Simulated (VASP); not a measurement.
# TlPt (P6/mmm) in VASP: single point with PBE

Aim: the single point of TlPt with PBE.

Everything below comes from runs of VASP 6.6.1. Logs are shortened: lines on timing, memory, paths and dates and some standing lists are left out, and cuts for length are marked.

### 1 The cell of the first run

The structure is hexagonal, space group P6/mmm (No. 191). Conventional cell: a = 5.605 Å, b = 5.605 Å, c = 4.639 Å, α = 90.00°, β = 90.00°, γ = 120.00°. Within 3.7 Å of Tl (site symmetry mmm) lie 4 Tl at 2.80 Å and 6 Pt at 2.80 to 2.83 Å. Within 3.7 Å of Pt (site symmetry 6/mmm) lie 6 Tl at 2.80 Å. Within 3.7 Å of Pt (site symmetry -6m2) lie 6 Tl at 2.83 Å and 3 Pt at 3.24 Å.

### 2 Single point, PBE

Input file INCAR:

```
PREC     = Accurate       # precision mode
ENCUT    = 520            # plane-wave cutoff, eV
EDIFF    = 1E-6           # SCF threshold, eV
ISMEAR   = 0              # smearing method
SIGMA    = 0.05           # smearing width, eV
LREAL    = F              # projectors in reciprocal space
LASPH    = T              # aspherical terms in the spheres
NELM     = 100            # most SCF steps
ALGO     = Fast           # electronic algorithm
ISIF     = 2              # what is computed and relaxed
LWAVE    = F              # write WAVECAR
LCHARG   = T              # write CHGCAR
GGA      = PE             # functional
LELF     = T              # ELF
LVHAR    = T            
NBANDS   = 44             # bands
```

Input file KPOINTS:

```
regular mesh
0
Gamma
  9 9 8
```

Input file POSCAR:

```
TlPt
1.0
    5.6050000000      0.0000000000      0.0000000000
   -2.8025000000      4.8540723882      0.0000000000
    0.0000000000      0.0000000000      4.6390000000
Tl Pt
3 3
Direct
    0.5000000000      0.0000000000      0.0000000000
    0.5000000000      0.5000000000      0.0000000000
    0.0000000000      0.5000000000      0.0000000000
    0.0000000000      0.0000000000      0.0000000000
    0.3333333333      0.6666666667      0.5000000000
    0.6666666667      0.3333333333      0.5000000000
```

Potentials or basis: VASP PAW PBE potentials, release 64 (Tl_d, Pt).

The run is started by

```
$ cat potpaw_PBE.64/Tl_d/POTCAR potpaw_PBE.64/Pt/POTCAR > POTCAR
$ mpirun -np 1 vasp_std > vasp.out
```

OUTCAR:

```text
PREC = Accurate
   ENCUT = 520
   EDIFF = 1E-6
   ISMEAR = 0
   LREAL = F
   LASPH = T
   NELM = 100
   ISIF = 2
   GGA = PE

 ion  position               nearest neighbor table
   1  0.500  0.000  0.000-   2 2.80   3 2.80   2 2.80   3 2.80   4 2.80   4 2.80   6 2.83   5 2.83
                             6 2.83   5 2.83
   2  0.500  0.500  0.000-   1 2.80   4 2.80   1 2.80   4 2.80   3 2.80   3 2.80   6 2.83   5 2.83
                             6 2.83   5 2.83
   3  0.000  0.500  0.000-   1 2.80   4 2.80   4 2.80   1 2.80   2 2.80   2 2.80   6 2.83   5 2.83
                             6 2.83   5 2.83
   4  0.000  0.000  0.000-   2 2.80   3 2.80   3 2.80   2 2.80   1 2.80   1 2.80
   5  0.333  0.667  0.500-   1 2.83   1 2.83   3 2.83   3 2.83   2 2.83   2 2.83   6 3.24   6 3.24
                             6 3.24
   6  0.667  0.333  0.500-   1 2.83   1 2.83   3 2.83   3 2.83   2 2.83   2 2.83   5 3.24   5 3.24
                             5 3.24

  LATTYP: Found a hexagonal cell.
 ALAT       =     5.6050000000
 C/A-ratio  =     0.8276538805

  Lattice vectors:

 A1 = (   5.6050000000,   0.0000000000,   0.0000000000)
 A2 = (  -2.8025000000,   4.8540723882,   0.0000000000)
 A3 = (   0.0000000000,   0.0000000000,   4.6390000000)

Analysis of symmetry for initial positions (statically):
=====================================================================
 Subroutine PRICEL returns:
 Original cell was already a primitive cell.

 Routine SETGRP: Setting up the symmetry group for a
 hexagonal supercell.

 Subroutine GETGRP returns: Found 24 space group operations
 (whereof 24 operations were pure point group operations)
 out of a pool of 24 trial point group operations.

The static configuration has the point symmetry D_6h.

Analysis of symmetry for dynamics (positions and initial velocities):
=====================================================================
 Subroutine PRICEL returns:
 Original cell was already a primitive cell.

 Routine SETGRP: Setting up the symmetry group for a
 hexagonal supercell.

 Subroutine GETGRP returns: Found 24 space group operations
 (whereof 24 operations were pure point group operations)
 out of a pool of 24 trial point group operations.

The dynamic configuration has the point symmetry D_6h.

 Subroutine INISYM returns: Found 24 space group operations
 (whereof 24 operations are pure point group operations),
 and found     1 'primitive' translations

----------------------------------------------------------------------------------------

                                     Primitive cell

  volume of cell :     126.2136

  direct lattice vectors                    reciprocal lattice vectors
     5.605000000  0.000000000  0.000000000     0.178412132  0.103006292  0.000000000
    -2.802500000  4.854072388  0.000000000     0.000000000  0.206012585  0.000000000
     0.000000000  0.000000000  4.639000000     0.000000000  0.000000000  0.215563699

  length of vectors
     5.605000000  5.605000000  4.639000000     0.206012585  0.206012585  0.215563699

  position of ions in fractional coordinates (direct lattice)
     0.500000000  0.000000000  0.000000000
     0.500000000  0.500000000  0.000000000
     0.000000000  0.500000000  0.000000000
     0.000000000  0.000000000  0.000000000
     0.333333333  0.666666667  0.500000000
     0.666666667  0.333333333  0.500000000

  ion indices of the primitive-cell ions
   primitive index   ion index
                 1           1
                 2           2
                 3           3
                 4           4
                 5           5
                 6           6

----------------------------------------------------------------------------------------

 KPOINTS: regular mesh

Automatic generation of k-mesh.
 Grid dimensions read from file:
 generate k-points for:    9    9    8

 Generating k-lattice:

  Cartesian coordinates                     Fractional coordinates (reciprocal lattice)
     0.019823570  0.011445144  0.000000000     0.111111111  0.000000000  0.000000000
     0.000000000  0.022890287  0.000000000     0.000000000  0.111111111  0.000000000
     0.000000000  0.000000000  0.026945462     0.000000000  0.000000000  0.125000000

  Length of vectors
     0.022890287  0.022890287  0.026945462

  Shift w.r.t. Gamma in fractional coordinates (k-lattice)
     0.000000000  0.000000000  0.000000000

 Subroutine IBZKPT returns following result:
 ===========================================

 Found     60 irreducible k-points:

 Following reciprocal coordinates:
            Coordinates               Weight
  0.000000  0.000000  0.000000      1.000000
  0.111111  0.000000  0.000000      6.000000
  0.222222  0.000000  0.000000      6.000000
  0.333333  0.000000  0.000000      6.000000
  0.444444  0.000000  0.000000      6.000000
  0.111111  0.111111  0.000000      6.000000
[... 16 lines left out ...]
  0.333333  0.222222  0.125000     24.000000
  0.333333  0.333333  0.125000      4.000000
 [... further k-points ...]
   k-points           NKPTS =     60   k-points in BZ     NKDIM =     60   number of bands    NBANDS=     44
   number of dos      NEDOS =    301   number of ions     NIONS =      6
   total plane-waves  NPLWV =  63504
   dimension x,y,z NGX =    42 NGY =   42 NGZ =   36
   dimension x,y,z NGXF=    84 NGYF=   84 NGZF=   72
   ions per type =               3   3
   NGX,Y,Z   is equivalent  to a cutoff of  12.46, 12.46, 12.90 a.u.
   NGXF,Y,Z  is equivalent  to a cutoff of  24.91, 24.91, 25.80 a.u.
 SYSTEM =  unknown system
   PREC   = accura    normal or accurate (medium, high low for compatibility)
   ISTART =      0    job   : 0-new  1-cont  2-samecut
   ICHARG =      2    charge: 1-file 2-atom 10-const
   ISPIN  =      1    spin polarized calculation?
   LNONCOLLINEAR =      F non collinear calculations
   LSORBIT =      F    spin-orbit coupling
   LASPH  =      T    aspherical Exc in radial PAW
   ENCUT  =  520.0 eV  38.22 Ry    6.18 a.u.  10.42 10.42  8.63*2*pi/ulx,y,z
   NELM   =    100;   NELMIN=  2; NELMDL= -5     # of ELM steps
   EDIFF  = 0.1E-05   stopping-criterion for ELM
   LREAL  =      F    real-space projection
   EDIFFG = 0.1E-04   stopping-criterion for IOM
   NSW    =      0    number of steps for IOM
   IBRION =     -1    ionic relax: 0-MD 1-quasi-New 2-CG
   NFREE  =      0    steps in history (QN), initial steepest desc. (CG)
   ISIF   =      2    stress and relaxation
   ISYM   =      2    0-nonsym 1-usesym 2-fastsym
   POTIM  = 0.5000    time-step for ionic-motion
   TEBEG  =    0.0;   TEEND  =   0.0 temperature during run
   PSTRESS=    0.0 pullay stress
   NELECT =      69.0000    total number of electrons
   NUPDOWN=      -1.0000    fix difference up-down
   EMIN   =  10.00;   EMAX   =-10.00  energy-range for DOS
   EFERMI =   0.00;   METHOD = LEGACY
   ISMEAR =     0;   SIGMA  =   0.05  broadening in eV -4-tet -1-fermi 0-gaus
   EFERMI_NEDOS =   21; number of points for ismear=-14 and -15
   IALGO  =     68    algorithm
   IMIX   =      4    mixing-type and parameters
     AMIX     =   0.40;   BMIX     =  1.00
     AMIX_MAG =   1.60;   BMIX_MAG =  1.00
  volume/ion in A,a.u.               =      21.04       141.96
  Fermi-wavevector in a.u.,A,eV,Ry     =   1.338615  2.529616 24.380156  1.791891
  Thomas-Fermi vector in A             =   2.467072
   LORBIT       =      0    0 simple, 1 ext, 2 COOP (PROOUT), +10 PAW based schemes
   GGA     = PE    functional components
   LHFCALC =     F    Hartree Fock is set to
   AEXX    =    0.0000 exact exchange contribution
   IVDW    =     0    specifies the selected vdW correction
   LEPSILON=     F    determine dielectric tensor
   LRPA    =     F    only Hartree local field effects (RPA)
 non-spin polarized calculation
 RMM-DIIS sequential band-by-band and
 Gauss-broadening in eV      SIGMA  =   0.05
  energy-cutoff  :      520.00
  volume of cell :      126.21
 maximum number of plane-waves:      3431
 NGX is ok and might be reduce to    42
   NGX = 21   NGY = 21   NGZ = 17

 number of electron      68.9999972 magnetization

 Free energy of the ion-electron system (eV)
  ---------------------------------------------------
  ext. energy  EPLUGINS =         0.00000000
  ---------------------------------------------------
  free energy    TOTEN  =       -20.30742618 eV

  energy without entropy =      -20.29984309  energy(sigma->0) =      -20.30363464

 E-fermi :   8.1183     XC(G=0): -11.4218

 val. band max:        8.1166590027   @ k =   0.0000   0.0000   0.1250
 cond. band min:       8.1258653030   @ k =   0.3333   0.0000   0.5000
 fundamental gap:      0.0092063003
 Fermi energy:         8.1182858808

 k-point     1 :       0.0000    0.0000    0.0000
  band No.  band energies     occupation
      1      -5.9946      2.00000
      2      -5.1633      2.00000
      3      -5.1633      2.00000
      4      -4.7554      2.00000
      5      -4.5951      2.00000
      6      -4.1755      2.00000
[... 36 lines left out ...]
     43      15.5477      0.00000
     44      15.8537      0.00000

 k-point     2 :       0.1111    0.0000    0.0000
  band No.  band energies     occupation
      1      -5.9302      2.00000
      2      -5.1444      2.00000
      3      -5.1015      2.00000
      4      -4.7301      2.00000
      5      -4.5574      2.00000
      6      -4.1712      2.00000
[... 36 lines left out ...]
     43      15.3601      0.00000
     44      15.4646      0.00000

 k-point     3 :       0.2222    0.0000    0.0000
  band No.  band energies     occupation
      1      -5.7547      2.00000
      2      -5.0857      2.00000
      3      -4.9212      2.00000
      4      -4.6602      2.00000
      5      -4.4524      2.00000
      6      -4.1571      2.00000
[... 36 lines left out ...]
     43      15.0786      0.00000
     44      15.4303      0.00000

 k-point     4 :       0.3333    0.0000    0.0000
  band No.  band energies     occupation
      1      -5.5340      2.00000
      2      -4.9687      2.00000
      3      -4.6406      2.00000
      4      -4.5666      2.00000
      5      -4.3003      2.00000
      6      -4.1285      2.00000
[... 882 lines left out ...]
     43      14.3854      0.00000
     44      15.0973      0.00000

 k-point    23 :       0.3333    0.2222    0.1250
  band No.  band energies     occupation
      1      -5.1324      2.00000
      2      -4.8238      2.00000
      3      -4.4780      2.00000
      4      -4.4137      2.00000
      5      -4.2981      2.00000
      6      -4.1958      2.00000
[... 36 lines left out ...]
     43      14.8379      0.00000
     44      15.5900      0.00000

 k-point    24 :       0.3333    0.3333    0.1250
  band No.  band energies     occupation
      1      -4.8115      2.00000
      2      -4.8115      2.00000
      3      -4.7941      2.00000
      4      -4.3184      2.00000
      5      -4.3184      2.00000
      6      -4.1692      2.00000
[... 36 lines left out ...]
     43      15.9905      0.00000
     44      16.2464      0.00000

 [... further k-points ...]
[... 5 lines left out ...]
  --------------------------------------------------------------------------------------
  -------------------------------------------------------------------------------------
  Total       14.3927748     14.3927748      2.7132080      0.0000000      0.0000000      0.0000000
  in kB      182.7043448    182.7043448     34.4419266      0.0000000      0.0000000      0.0000000
  external PRESSURE =     133.2835387 kB  Pullay stress =       0.0000000 kB

 VOLUME and BASIS-vectors are now :
 -----------------------------------------------------------------------------
  energy-cutoff  :      520.00
  volume of cell :      126.21
      direct lattice vectors                 reciprocal lattice vectors
     5.605000000  0.000000000  0.000000000     0.178412132  0.103006292  0.000000000
    -2.802500000  4.854072388  0.000000000     0.000000000  0.206012585  0.000000000
     0.000000000  0.000000000  4.639000000     0.000000000  0.000000000  0.215563699

 POSITION                                       TOTAL-FORCE (eV/Angst)
 -----------------------------------------------------------------------------------
      2.80250      0.00000      0.00000        -0.000000      0.000000      0.000000
      1.40125      2.42704      0.00000         0.000000      0.000000      0.000000
     -1.40125      2.42704      0.00000         0.000000      0.000000      0.000000
      0.00000      0.00000      0.00000         0.000000      0.000000      0.000000
     -0.00000      3.23605      2.31950         0.000000     -0.000000     -0.000000
      2.80250      1.61802      2.31950        -0.000000      0.000000      0.000000
 -----------------------------------------------------------------------------------
    total drift:                                0.000000     -0.000000     -0.000000

  FREE ENERGIE OF THE ION-ELECTRON SYSTEM (eV)
  ---------------------------------------------------
  free  energy   TOTEN  =       -20.3074261849 eV

  energy  without entropy=      -20.2998430892  energy(sigma->0) =      -20.30363464
```

Wall time 4.6 min (1 thread of AMD EPYC 7R13 (Zen 3), shared host); peak memory 0.39 GiB.

What came out:

| Quantity | Value |
| --- | --- |
| Free energy | -20.3074 eV |
| Pressure | 13.3 GPa |
| Band gap on the k mesh | zero (an odd number of electrons rules out a gap without spin polarisation) |

Stress tensor (GPa, compression positive):
```
18.27  0.00  0.00
 0.00 18.27  0.00
 0.00  0.00  3.44
```

Caveat: the cell stands under pressure; spin-orbit coupling is left out, which moves the levels of the heavy elements.
